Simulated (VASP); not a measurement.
# CuAu (P4/mmm) in VASP: a series of runs, part 2 of 3

VASP 6.6.1.

## Step 3: Single point, PBEsol (strain -0.015 along x and y, -0.030 along z)

The input, INCAR:

```
ALGO = Fast
EDIFF = 1E-6
ENCUT = 520
GGA = PS
ISIF = 2
ISMEAR = 0
LASPH = T
LCHARG = F
LREAL = F
LWAVE = F
NBANDS = 18
NELM = 100
PREC = Accurate
SIGMA = 0.15
```

The input, KPOINTS:

```
k-points
0
Gamma
  18 18 14
```

The input, POSCAR:

```
CuAu
1.0
    2.7580000000      0.0000000000      0.0000000000
    0.0000000000      2.7580000000      0.0000000000
    0.0000000000      0.0000000000      3.5599000000
Cu Au
1 1
Direct
    0.5000000000      0.5000000000      0.5000000000
    0.0000000000      0.0000000000      0.0000000000
```

Potentials or basis: VASP PAW PBE potentials, release 64 (Cu, Au).

The run is started by

```bash
$ cat potpaw_PBE.64/Cu/POTCAR potpaw_PBE.64/Au/POTCAR > POTCAR
$ mpirun -np 1 vasp_std > vasp.out
```

OUTCAR:

```text
EDIFF = 1E-6
   ENCUT = 520
   GGA = PS
   ISIF = 2
   ISMEAR = 0
   LASPH = T
   LREAL = F
   NELM = 100
   PREC = Accurate

 ion  position               nearest neighbor table
   1  0.500  0.500  0.500-   2 2.64   2 2.64   2 2.64   2 2.64   2 2.64   2 2.64   2 2.64   2 2.64

   2  0.000  0.000  0.000-   1 2.64   1 2.64   1 2.64   1 2.64   1 2.64   1 2.64   1 2.64   1 2.64

  LATTYP: Found a simple tetragonal cell.
 ALAT       =     2.7580000000
 C/A-ratio  =     1.2907541697

  Lattice vectors:

 A1 = (   2.7580000000,   0.0000000000,   0.0000000000)
 A2 = (   0.0000000000,   2.7580000000,   0.0000000000)
 A3 = (   0.0000000000,   0.0000000000,   3.5599000000)

Analysis of symmetry for initial positions (statically):
=====================================================================
 Subroutine PRICEL returns:
 Original cell was already a primitive cell.

 Routine SETGRP: Setting up the symmetry group for a
 simple tetragonal supercell.

 Subroutine GETGRP returns: Found 16 space group operations
[... 162 lines left out ...]
  ---------------------------------------------------
  free energy    TOTEN  =        -8.32066017 eV

  energy without entropy =       -8.31348835  energy(sigma->0) =       -8.31707426

 E-fermi :   9.6900     XC(G=0): -13.2650

 val. band max:        9.6896493736   @ k =   0.2778   0.0000   0.3571
 cond. band min:       9.6918697474   @ k =   0.3333   0.2778   0.4286
 fundamental gap:      0.0022203738
 Fermi energy:         9.6899587185

 k-point     1 :       0.0000    0.0000    0.0000
  band No.  band energies     occupation
      1      -0.8645      2.00000
      2       2.4844      2.00000
      3       2.6351      2.00000
      4       5.2802      2.00000
      5       5.2802      2.00000
      6       6.4497      2.00000
[... 481 lines left out ...]
      5       5.3560      2.00000
      6       5.5041      2.00000
[... 10 lines left out ...]
     17      24.8754      0.00000
     18      27.4559      0.00000

 [... further k-points ...]

------------------------ aborting loop because EDIFF is reached ----------------------------------------

  FORCE on cell =-STRESS in cart. coord.  units (eV):
  Direction    XX          YY          ZZ          XY          YZ          ZX
  --------------------------------------------------------------------------------------
  -------------------------------------------------------------------------------------
  Total        1.7191342      1.7191342      1.6083810      0.0000000      0.0000000      0.0000000
  in kB      101.7171171    101.7171171     95.1641100      0.0000000      0.0000000      0.0000000
  external PRESSURE =      99.5327814 kB  Pullay stress =       0.0000000 kB

 VOLUME and BASIS-vectors are now :
 -----------------------------------------------------------------------------
  energy-cutoff  :      520.00
  volume of cell :       27.08
      direct lattice vectors                 reciprocal lattice vectors
     2.758000000  0.000000000  0.000000000     0.362581581  0.000000000  0.000000000
     0.000000000  2.758000000  0.000000000     0.000000000  0.362581581  0.000000000
     0.000000000  0.000000000  3.559900000     0.000000000  0.000000000  0.280906767

 POSITION                                       TOTAL-FORCE (eV/Angst)
 -----------------------------------------------------------------------------------
      1.37900      1.37900      1.77995         0.000000      0.000000      0.000000
      0.00000      0.00000      0.00000         0.000000      0.000000      0.000000
 -----------------------------------------------------------------------------------
    total drift:                                0.000000      0.000000     -0.000000

  FREE ENERGIE OF THE ION-ELECTRON SYSTEM (eV)
  ---------------------------------------------------
  free  energy   TOTEN  =        -8.3206601745 eV

  energy  without entropy=       -8.3134883454  energy(sigma->0) =       -8.31707426
```

OSZICAR:

```text
N       E                     dE             d eps       ncg     rms          rms(c)
DAV:   1     0.128382583823E+03    0.12838E+03   -0.10992E+04 17152   0.176E+03
DAV:   2    -0.429177581146E+01   -0.13267E+03   -0.12456E+03 16062   0.301E+02
DAV:   3    -0.947859698370E+01   -0.51868E+01   -0.50981E+01 18662   0.694E+01
DAV:   4    -0.954824026183E+01   -0.69643E-01   -0.69586E-01 19964   0.669E+00
DAV:   5    -0.954987905591E+01   -0.16388E-02   -0.16387E-02 20158   0.104E+00    0.141E+01
RMM:   6    -0.881767971999E+01    0.73220E+00   -0.51264E+00 18420   0.364E+01    0.637E+00
RMM:   7    -0.844168761991E+01    0.37599E+00   -0.19906E+00 18321   0.202E+01    0.678E+00
RMM:   8    -0.832584525247E+01    0.11584E+00   -0.24251E-01 18796   0.673E+00    0.255E+00
RMM:   9    -0.833162950262E+01   -0.57843E-02   -0.62385E-02 19979   0.432E+00    0.111E+00
RMM:  10    -0.832076730871E+01    0.10862E-01   -0.49925E-02 19501   0.308E+00    0.295E-01
RMM:  11    -0.832074779134E+01    0.19517E-04   -0.75940E-03 21489   0.914E-01    0.161E-01
RMM:  12    -0.832086610232E+01   -0.11831E-03   -0.14188E-03 21417   0.344E-01    0.121E-01
RMM:  13    -0.832065617988E+01    0.20992E-03   -0.64058E-04 18980   0.377E-01    0.408E-02
RMM:  14    -0.832065881532E+01   -0.26354E-05   -0.12706E-04 22069   0.102E-01    0.186E-02
RMM:  15    -0.832065990181E+01   -0.10865E-05   -0.15761E-05 20193   0.394E-02    0.439E-03
RMM:  16    -0.832066017454E+01   -0.27273E-06   -0.26394E-06 13336   0.183E-02
   1 F= -.83206602E+01 E0= -.83170743E+01  d E =-.717183E-02
```

stdout:

```text
POSCAR found type information on POSCAR CuAu
 POSCAR found :  2 types and       2 ions
 scaLAPACK will be used
 -----------------------------------------------------------------------------
|                                                                             |
|                                                                             |
|     You enforced a specific xc type in the INCAR file but a different       |
|     I HOPE YOU KNOW WHAT YOU ARE DOING!                                     |
|                                                                             |
 -----------------------------------------------------------------------------

 LDA part: xc-table for (Slater+PW92), standard interpolation
 POSCAR, INCAR and KPOINTS ok, starting setup
 FFT: planning ... GRIDC
 FFT: planning ... GRID_SOFT
 FFT: planning ... GRID
 WAVECAR not read
 entering main loop
WARNING in EDDRMM: call to ZHEGV failed, returncode =   8  4     16
```

Run time: 2.2 min. Hardware: 1 thread of AMD EPYC 9R45 (Zen 5), shared host; peak memory 0.3 GiB.

Results:

* Free energy: -8.3207 eV
* Pressure: 10.0 GPa
* Band gap on the k mesh: zero (bands 11 and 12 overlap by 7.70 eV)

Stress tensor (GPa, compression positive):
```
10.17  0.00  0.00
 0.00 10.17  0.00
 0.00  0.00  9.52
```

Levels at points of the mesh, in eV from the Fermi level:
```
           k point  band 7  band 8  band 9  band 10  band 11  band 12  band 13  band 14  band 15  band 16
(0.00, 0.00, 0.00)   -3.07   -2.28   -1.80    -1.54    -1.54     2.16     8.96    10.04    10.04    17.21
(0.50, 0.00, 0.00)   -3.34   -3.30   -2.66    -2.43    -1.00    -0.12     9.84    10.02    12.08    12.22
(0.50, 0.50, 0.00)   -1.80   -1.69   -1.42    -1.42     0.31     0.31     5.45     7.33    10.34    11.95
(0.00, 0.00, 0.50)   -3.55   -2.89   -2.59    -2.59    -2.56    -2.18    14.48    14.97    14.97    15.41
(0.50, 0.00, 0.50)   -1.96   -1.88   -1.68    -1.60    -1.41    -1.41     2.96     4.85    15.90    16.31
(0.50, 0.50, 0.50)   -3.31   -2.35   -1.80    -1.68     5.52     5.63     5.63     6.61     6.99     7.37
```

Caveat: the cell differs from its parent crystal (strain -0.015 along x and y, -0.030 along z); the cell stands under pressure; the PAW data sets were made with another functional, which shifts forces and pressure a little; spin-orbit coupling is left out, which moves the levels of the heavy elements.

## Step 4: Single point, PBEsol (strain -0.030 along x and y, +0.015 along z)

The input, INCAR:

```
PREC     = Accurate       # precision mode
ENCUT    = 520            # plane-wave cutoff, eV
EDIFF    = 1E-6           # SCF threshold, eV
ISMEAR   = 0              # smearing method
SIGMA    = 0.15           # smearing width, eV
LREAL    = F              # projectors in reciprocal space
LASPH    = T              # aspherical terms in the spheres
NELM     = 100            # most SCF steps
ALGO     = Fast           # electronic algorithm
ISIF     = 2              # what is computed and relaxed
LWAVE    = F              # write WAVECAR
LCHARG   = F              # write CHGCAR
GGA      = PS             # functional
NBANDS   = 18             # bands
```

The input, KPOINTS:

```
Automatic mesh
0
Gamma
  18 18 14
```

The input, POSCAR:

```
CuAu
1.0
    2.7160000000      0.0000000000      0.0000000000
    0.0000000000      2.7160000000      0.0000000000
    0.0000000000      0.0000000000      3.7250500000
Cu Au
1 1
Direct
    0.5000000000      0.5000000000      0.5000000000
    0.0000000000      0.0000000000      0.0000000000
```

Potentials or basis: VASP PAW PBE potentials, release 64 (Cu, Au).

The run is started by

```bash
$ cat potpaw_PBE.64/Cu/POTCAR potpaw_PBE.64/Au/POTCAR > POTCAR
$ mpirun -np 1 vasp_std > vasp.out
```

OUTCAR:

```text
PREC = Accurate
   ENCUT = 520
   EDIFF = 1E-6
   ISMEAR = 0
   LREAL = F
   LASPH = T
   NELM = 100
   ISIF = 2
   GGA = PS

 ion  position               nearest neighbor table
   1  0.500  0.500  0.500-   2 2.68   2 2.68   2 2.68   2 2.68   2 2.68   2 2.68   2 2.68   2 2.68

   2  0.000  0.000  0.000-   1 2.68   1 2.68   1 2.68   1 2.68   1 2.68   1 2.68   1 2.68   1 2.68

  LATTYP: Found a simple tetragonal cell.
 ALAT       =     2.7160000000
 C/A-ratio  =     1.3715206186

[... 693 lines left out ...]

------------------------ aborting loop because EDIFF is reached ----------------------------------------

  FORCE on cell =-STRESS in cart. coord.  units (eV):
  Direction    XX          YY          ZZ          XY          YZ          ZX
  --------------------------------------------------------------------------------------
  -------------------------------------------------------------------------------------
  Total        1.4197526      1.4197526      0.7793151      0.0000000     -0.0000000      0.0000000
  in kB       82.7811784     82.7811784     45.4393450      0.0000000     -0.0000000      0.0000000
  external PRESSURE =      70.3339006 kB  Pullay stress =       0.0000000 kB

 VOLUME and BASIS-vectors are now :
 -----------------------------------------------------------------------------
  energy-cutoff  :      520.00
  volume of cell :       27.48
      direct lattice vectors                 reciprocal lattice vectors
     2.716000000  0.000000000  0.000000000     0.368188513  0.000000000  0.000000000
     0.000000000  2.716000000  0.000000000     0.000000000  0.368188513  0.000000000
     0.000000000  0.000000000  3.725050000     0.000000000  0.000000000  0.268452772

 POSITION                                       TOTAL-FORCE (eV/Angst)
 -----------------------------------------------------------------------------------
      1.35800      1.35800      1.86252         0.000000      0.000000      0.000000
      0.00000      0.00000      0.00000         0.000000      0.000000      0.000000
 -----------------------------------------------------------------------------------
    total drift:                               -0.000000      0.000000      0.000000

  FREE ENERGIE OF THE ION-ELECTRON SYSTEM (eV)
  ---------------------------------------------------
  free  energy   TOTEN  =        -8.3285887379 eV

  energy  without entropy=       -8.3229730085  energy(sigma->0) =       -8.32578087
```

It took 1.7 min on 1 thread of AMD EPYC 9R45 (Zen 5), shared host; peak memory 0.3 GiB.

What came out:

| Item | Value |
| --- | --- |
| Free energy | -8.3286 eV |
| Pressure | 7.0 GPa |
| Band gap on the k mesh | zero (bands 11 and 12 overlap by 7.66 eV) |

Stress tensor (GPa, compression positive):
```
8.28 0.00 0.00
0.00 8.28 0.00
0.00 0.00 4.54
```

Levels at points of the mesh, in eV from the Fermi level:
```csv
k point,band 7,band 8,band 9,band 10,band 11,band 12,band 13,band 14,band 15,band 16
"(0.00, 0.00, 0.00)",-2.95,-2.36,-1.76,-1.52,-1.52,1.30,7.67,10.78,10.78,17.36
"(0.50, 0.00, 0.00)",-3.34,-3.21,-2.53,-2.31,-0.79,0.20,9.05,9.28,11.11,11.46
"(0.50, 0.50, 0.00)",-1.65,-1.48,-1.48,-1.44,0.73,0.73,5.97,7.59,9.82,11.48
"(0.00, 0.00, 0.50)",-3.49,-2.70,-2.64,-2.44,-2.44,-2.04,14.89,15.08,15.25,15.25
"(0.50, 0.00, 0.50)",-1.80,-1.76,-1.72,-1.66,-1.38,-1.36,3.01,4.57,16.18,16.64
"(0.50, 0.50, 0.50)",-3.40,-2.32,-1.65,-1.44,5.62,5.62,5.79,7.03,7.08,7.08
```

Caveat: the cell differs from its parent crystal (strain -0.030 along x and y, +0.015 along z); the cell stands under pressure; the PAW data sets were made with another functional, which shifts forces and pressure a little; spin-orbit coupling is left out, which moves the levels of the heavy elements.

[end of part 2 of 3]
